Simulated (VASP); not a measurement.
# Ga (P6/mmm) in VASP: notebook

Ga is run at these levels: LDA; tasks: single point.

Program: VASP 6.6.1. These are calculated values, not measurements. Logs are shortened: lines on timing, memory, paths and dates and some standing lists are left out, and cuts for length are marked.

### Step 1. The cell of the first run

It takes space group P6/mmm (No. 191, hexagonal). The conventional cell has a = 2.197 Å, b = 2.197 Å, c = 2.130 Å, α = 90.00°, β = 90.00°, γ = 120.00°. Ga (site symmetry 6/mmm) has 8 Ga at 2.13 to 2.20 Å within 2.8 Å.

### Step 2. Single point, LDA

Input file INCAR:

```
PREC     = Accurate       # precision mode
ENCUT    = 520            # plane-wave cutoff, eV
EDIFF    = 1E-6           # SCF threshold, eV
ISMEAR   = -1             # smearing method
SIGMA    = 0.1            # smearing width, eV
LREAL    = False          # projectors in reciprocal space
LASPH    = True           # aspherical terms in the spheres
NELM     = 100            # most SCF steps
ALGO     = Normal         # electronic algorithm
ISIF     = 2              # what is computed and relaxed
LWAVE    = False          # write WAVECAR
LCHARG   = False          # write CHGCAR
GGA      = CA             # functional
NBANDS   = 12             # bands
```

Input file KPOINTS:

```
regular mesh
0
Gamma
  19 19 18
```

Input file POSCAR:

```
Ga
1.0
    2.1965282242      0.0000000000      0.0000000000
   -1.0982641121      1.9022492423      0.0000000000
    0.0000000000      0.0000000000      2.1296547797
Ga
1
Direct
    0.0000000000      0.0000000000      0.0000000000
```

Potentials or basis: VASP PAW LDA potentials, release 64 (Ga_d).

On the command line:

```sh
$ cat potpaw_LDA.64/Ga_d/POTCAR > POTCAR
$ mpirun -np 1 vasp_std > vasp.out
```

OUTCAR:

```text
PREC = Accurate
   ENCUT = 520
   EDIFF = 1E-6
   ISMEAR = -1
   LREAL = False
   LASPH = True
   NELM = 100
   ISIF = 2
   GGA = CA

 ion  position               nearest neighbor table
   1  0.000  0.000  0.000-

  LATTYP: Found a hexagonal cell.
 ALAT       =     2.1965282242
 C/A-ratio  =     0.9695549350

  Lattice vectors:

 A1 = (   2.1965282242,   0.0000000000,   0.0000000000)
 A2 = (  -1.0982641121,   1.9022492423,   0.0000000000)
 A3 = (   0.0000000000,   0.0000000000,   2.1296547797)

Analysis of symmetry for initial positions (statically):
=====================================================================
 Subroutine PRICEL returns:
 Original cell was already a primitive cell.

 Routine SETGRP: Setting up the symmetry group for a
 hexagonal supercell.

 Subroutine GETGRP returns: Found 24 space group operations
 (whereof 24 operations were pure point group operations)
 out of a pool of 24 trial point group operations.

The static configuration has the point symmetry D_6h.

Analysis of symmetry for dynamics (positions and initial velocities):
=====================================================================
 Subroutine PRICEL returns:
 Original cell was already a primitive cell.

 Routine SETGRP: Setting up the symmetry group for a
 hexagonal supercell.

 Subroutine GETGRP returns: Found 24 space group operations
 (whereof 24 operations were pure point group operations)
 out of a pool of 24 trial point group operations.

The dynamic configuration has the point symmetry D_6h.

 Subroutine INISYM returns: Found 24 space group operations
 (whereof 24 operations are pure point group operations),
 and found     1 'primitive' translations

----------------------------------------------------------------------------------------

                                     Primitive cell

  volume of cell :       8.8984

  direct lattice vectors                    reciprocal lattice vectors
     2.196528224  0.000000000  0.000000000     0.455263897  0.262846734  0.000000000
    -1.098264112  1.902249242  0.000000000     0.000000000  0.525693467  0.000000000
     0.000000000  0.000000000  2.129654780     0.000000000  0.000000000  0.469559672

  length of vectors
     2.196528224  2.196528224  2.129654780     0.525693467  0.525693467  0.469559672

  position of ions in fractional coordinates (direct lattice)
     0.000000000  0.000000000  0.000000000

  ion indices of the primitive-cell ions
   primitive index   ion index
[... 73 lines left out ...]
   EDIFF  = 0.1E-05   stopping-criterion for ELM
   LREAL  =      F    real-space projection
   EDIFFG = 0.1E-04   stopping-criterion for IOM
   NSW    =      0    number of steps for IOM
   IBRION =     -1    ionic relax: 0-MD 1-quasi-New 2-CG
   NFREE  =      0    steps in history (QN), initial steepest desc. (CG)
   ISIF   =      2    stress and relaxation
   ISYM   =      2    0-nonsym 1-usesym 2-fastsym
   POTIM  = 0.5000    time-step for ionic-motion
   TEBEG  =    0.0;   TEEND  =   0.0 temperature during run
   PSTRESS=    0.0 pullay stress
   NELECT =      13.0000    total number of electrons
   NUPDOWN=      -1.0000    fix difference up-down
   EMIN   =  10.00;   EMAX   =-10.00  energy-range for DOS
   EFERMI =   0.00;   METHOD = LEGACY
   ISMEAR =    -1;   SIGMA  =   0.10  broadening in eV -4-tet -1-fermi 0-gaus
   EFERMI_NEDOS =   21; number of points for ismear=-14 and -15
   IALGO  =     38    algorithm
   IMIX   =      4    mixing-type and parameters
     AMIX     =   0.40;   BMIX     =  1.00
     AMIX_MAG =   1.60;   BMIX_MAG =  1.00
  volume/ion in A,a.u.               =       8.90        60.05
  Fermi-wavevector in a.u.,A,eV,Ry     =   1.857597  3.510349 46.949164  3.450666
  Thomas-Fermi vector in A             =   2.906228
   LORBIT       =      0    0 simple, 1 ext, 2 COOP (PROOUT), +10 PAW based schemes
   GGA     = CA    functional components
   LHFCALC =     F    Hartree Fock is set to
   AEXX    =    0.0000 exact exchange contribution
   IVDW    =     0    specifies the selected vdW correction
   LEPSILON=     F    determine dielectric tensor
   LRPA    =     F    only Hartree local field effects (RPA)
 non-spin polarized calculation
  energy-cutoff  :      520.00
  volume of cell :        8.90
 maximum number of plane-waves:       252
   NGX =  9   NGY =  9   NGZ =  7

 number of electron      13.0000016 magnetization

 Free energy of the ion-electron system (eV)
  ---------------------------------------------------
  ext. energy  EPLUGINS =         0.00000000
  ---------------------------------------------------
  free energy    TOTEN  =        -0.24793447 eV

  energy without entropy =       -0.23792624  energy(sigma->0) =       -0.24293036

 E-fermi :  15.3526     XC(G=0): -15.7427

 val. band max:       15.3477304959   @ k =   0.3684   0.2105   0.3889
 cond. band min:      15.3800236054   @ k =   0.3684   0.1579   0.4444
 fundamental gap:      0.0322931095
 Fermi energy:        15.3525724651

 k-point     1 :       0.0000    0.0000    0.0000
  band No.  band energies     occupation
      1      -3.5827      2.00000
      2      -3.0444      2.00000
      3      -1.8682      2.00000
      4      -1.8682      2.00000
      5      -0.5095      2.00000
      6      -0.5095      2.00000
      7      28.7332      0.00000
      8      33.9353      0.00000
      9      36.0813      0.00000
     10      37.4116      0.00000
     11      37.4116      0.00000
     12      41.1782      0.00000
[... 331 lines left out ...]
 k-point    24 :       0.3158    0.1053    0.0000
  band No.  band energies     occupation
      1      -2.8404      2.00000
      2      -2.4597      2.00000
      3      -1.1794      2.00000
      4      -0.9052      2.00000
      5      -0.6992      2.00000
      6       3.4184      2.00000
      7      15.4545      0.53051
      8      23.7039      0.00000
      9      36.0796      0.00000
     10      36.5757      0.00000
     11      38.4439      0.00000
     12      48.0701      0.00000

 [... further k-points ...]
[... 5 lines left out ...]
  --------------------------------------------------------------------------------------
  -------------------------------------------------------------------------------------
  Total       12.9952933     12.9952933     13.0140427      0.0000000      0.0000000      0.0000000
  in kB     2339.8243221   2339.8243222   2343.2001810      0.0000000      0.0000000      0.0000000
  external PRESSURE =    2340.9496084 kB  Pullay stress =       0.0000000 kB

 VOLUME and BASIS-vectors are now :
 -----------------------------------------------------------------------------
  energy-cutoff  :      520.00
  volume of cell :        8.90
      direct lattice vectors                 reciprocal lattice vectors
     2.196528224  0.000000000  0.000000000     0.455263897  0.262846734  0.000000000
    -1.098264112  1.902249242  0.000000000     0.000000000  0.525693467  0.000000000
     0.000000000  0.000000000  2.129654780     0.000000000  0.000000000  0.469559672

 POSITION                                       TOTAL-FORCE (eV/Angst)
 -----------------------------------------------------------------------------------
      0.00000      0.00000      0.00000        -0.000000      0.000000      0.000000
 -----------------------------------------------------------------------------------
    total drift:                                0.000000      0.000000      0.000000

  FREE ENERGIE OF THE ION-ELECTRON SYSTEM (eV)
  ---------------------------------------------------
  free  energy   TOTEN  =        -0.2479344720 eV

  energy  without entropy=       -0.2379262431  energy(sigma->0) =       -0.24293036
```

OSZICAR:

```text
N       E                     dE             d eps       ncg     rms          rms(c)
DAV:   1     0.371082199588E+02    0.37108E+02   -0.63635E+03 11788   0.227E+03
DAV:   2     0.621482429493E+00   -0.36487E+02   -0.34896E+02  9932   0.245E+02
DAV:   3    -0.443644368767E+00   -0.10651E+01   -0.10627E+01 11120   0.377E+01
DAV:   4    -0.448701457067E+00   -0.50571E-02   -0.50567E-02 10684   0.253E+00
DAV:   5    -0.448733020907E+00   -0.31564E-04   -0.31562E-04 11364   0.193E-01    0.279E+00
DAV:   6    -0.307633158637E+00    0.14110E+00   -0.11600E-01 11584   0.107E+01    0.139E+00
DAV:   7    -0.252197079003E+00    0.55436E-01   -0.25756E-02 11396   0.399E+00    0.278E-01
DAV:   8    -0.247925832425E+00    0.42712E-02   -0.32346E-03 10796   0.110E+00    0.193E-02
DAV:   9    -0.247935962599E+00   -0.10130E-04   -0.36204E-05 12760   0.104E-01    0.635E-03
DAV:  10    -0.247934826042E+00    0.11366E-05   -0.13676E-06  7752   0.308E-02    0.263E-03
DAV:  11    -0.247934472001E+00    0.35404E-06   -0.25818E-07  6992   0.103E-02
   1 F= -.24793447E+00 E0= -.24293036E+00  d E =-.100082E-01
```

stdout:

```text
POSCAR found type information on POSCAR Ga
 POSCAR found :  1 types and       1 ions
 scaLAPACK will be used
 LDA part: xc-table for (Slater(with rela. corr.)+CA(PZ))
 , standard interpolation
 POSCAR, INCAR and KPOINTS ok, starting setup
 FFT: planning ... GRIDC
 FFT: planning ... GRID_SOFT
 FFT: planning ... GRID
 WAVECAR not read
 entering main loop
```

Wall time 42 s (1 thread of AMD EPYC 7R13, shared host); peak memory 0.12 GiB.

Results:

```
Free energy : -0.2479 eV
Pressure    : 234.1 GPa
```

Stress tensor (GPa, compression positive):
```
233.98   0.00   0.00
  0.00 233.98   0.00
  0.00   0.00 234.32
```

### Step 3. Single point, LDA

Input file INCAR:

```
PREC = Accurate
ENCUT = 520
EDIFF = 1E-6
ISMEAR = -1
SIGMA = 0.1
LREAL = F
LASPH = T
NELM = 80
ALGO = Normal
ISIF = 2
LWAVE = F
LCHARG = T
GGA = CA
LELF = T
LVHAR = T
NBANDS = 12
```

Input file KPOINTS:

```
Automatic mesh
0
Gamma
  19 19 18
```

Input file POSCAR:

```
Ga
1.0
    2.1967828272      0.0000000000      0.0000000000
   -1.0983914136      1.9024697350      0.0000000000
    0.0000000000      0.0000000000      2.1300554099
Ga
1
Direct
    0.0000000000      0.0000000000      0.0000000000
```

Potentials or basis: VASP PAW LDA potentials, release 64 (Ga_d).

On the command line:

```sh
$ cat potpaw_LDA.64/Ga_d/POTCAR > POTCAR
$ mpirun -np 1 vasp_std > vasp.out
```

OUTCAR:

```text
PREC = Accurate
   ENCUT = 520
   EDIFF = 1E-6
   ISMEAR = -1
   LREAL = F
   LASPH = T
   NELM = 80
   ISIF = 2
   GGA = CA

 ion  position               nearest neighbor table
   1  0.000  0.000  0.000-

  LATTYP: Found a hexagonal cell.
 ALAT       =     2.1967828272
 C/A-ratio  =     0.9696249368

  Lattice vectors:

 A1 = (   2.1967828272,   0.0000000000,   0.0000000000)
 A2 = (  -1.0983914136,   1.9024697350,   0.0000000000)
 A3 = (   0.0000000000,   0.0000000000,   2.1300554099)

Analysis of symmetry for initial positions (statically):
=====================================================================
 Subroutine PRICEL returns:
 Original cell was already a primitive cell.

 Routine SETGRP: Setting up the symmetry group for a
 hexagonal supercell.

 Subroutine GETGRP returns: Found 24 space group operations
 (whereof 24 operations were pure point group operations)
 out of a pool of 24 trial point group operations.

The static configuration has the point symmetry D_6h.

Analysis of symmetry for dynamics (positions and initial velocities):
=====================================================================
[... 159 lines left out ...]
 fundamental gap:      0.0325234116
 Fermi energy:        15.3444079046

 k-point     1 :       0.0000    0.0000    0.0000
  band No.  band energies     occupation
      1      -3.5855      2.00000
      2      -3.0484      2.00000
      3      -1.8740      2.00000
      4      -1.8740      2.00000
      5      -0.5163      2.00000
      6      -0.5163      2.00000
      7      28.7186      0.00000
      8      33.9190      0.00000
      9      36.0726      0.00000
     10      37.3989      0.00000
     11      37.3989      0.00000
     12      41.1651      0.00000
[... 331 lines left out ...]
 k-point    24 :       0.3158    0.1053    0.0000
  band No.  band energies     occupation
      1      -2.8453      2.00000
      2      -2.4644      2.00000
      3      -1.1858      2.00000
      4      -0.9114      2.00000
      5      -0.7059      2.00000
      6       3.4138      2.00000
      7      15.4466      0.52918
      8      23.6947      0.00000
      9      36.0626      0.00000
     10      36.5620      0.00000
     11      38.4306      0.00000
     12      48.0511      0.00000

 [... further k-points ...]
[... 5 lines left out ...]
  --------------------------------------------------------------------------------------
  -------------------------------------------------------------------------------------
  Total       12.9817162     12.9817162     12.9946715      0.0000000      0.0000000      0.0000000
  in kB     2336.3984576   2336.3984577   2338.7300956      0.0000000      0.0000000      0.0000000
  external PRESSURE =    2337.1756703 kB  Pullay stress =       0.0000000 kB

 VOLUME and BASIS-vectors are now :
 -----------------------------------------------------------------------------
  energy-cutoff  :      520.00
  volume of cell :        8.90
      direct lattice vectors                 reciprocal lattice vectors
     2.196782827  0.000000000  0.000000000     0.455211133  0.262816270  0.000000000
    -1.098391414  1.902469735  0.000000000     0.000000000  0.525632540  0.000000000
     0.000000000  0.000000000  2.130055410     0.000000000  0.000000000  0.469471355

 POSITION                                       TOTAL-FORCE (eV/Angst)
 -----------------------------------------------------------------------------------
      0.00000      0.00000      0.00000         0.000000      0.000000      0.000000
 -----------------------------------------------------------------------------------
    total drift:                                0.000000      0.000000      0.000000

  FREE ENERGIE OF THE ION-ELECTRON SYSTEM (eV)
  ---------------------------------------------------
  free  energy   TOTEN  =        -0.2533919324 eV

  energy  without entropy=       -0.2433834973  energy(sigma->0) =       -0.24838771
```

Run time: 47 s. Hardware: 1 thread of AMD EPYC 7R13, shared host; peak memory 0.12 GiB.

Results:

- Free energy: -0.2534 eV
- Pressure: 233.7 GPa

Stress tensor (GPa, compression positive):
```
233.64   0.00   0.00
  0.00 233.64   0.00
  0.00   0.00 233.87
```

Levels at points of the mesh, in eV from the Fermi level:
```csv
k point,band 4,band 5,band 6,band 7,band 8,band 9,band 10,band 11
"(0.00, 0.00, 0.00)",-17.22,-15.86,-15.86,13.37,18.57,20.73,22.05,22.05
"(0.00, 0.00, 0.50)",-16.53,-16.53,-10.08,-8.18,25.88,28.40,29.85,29.85
```
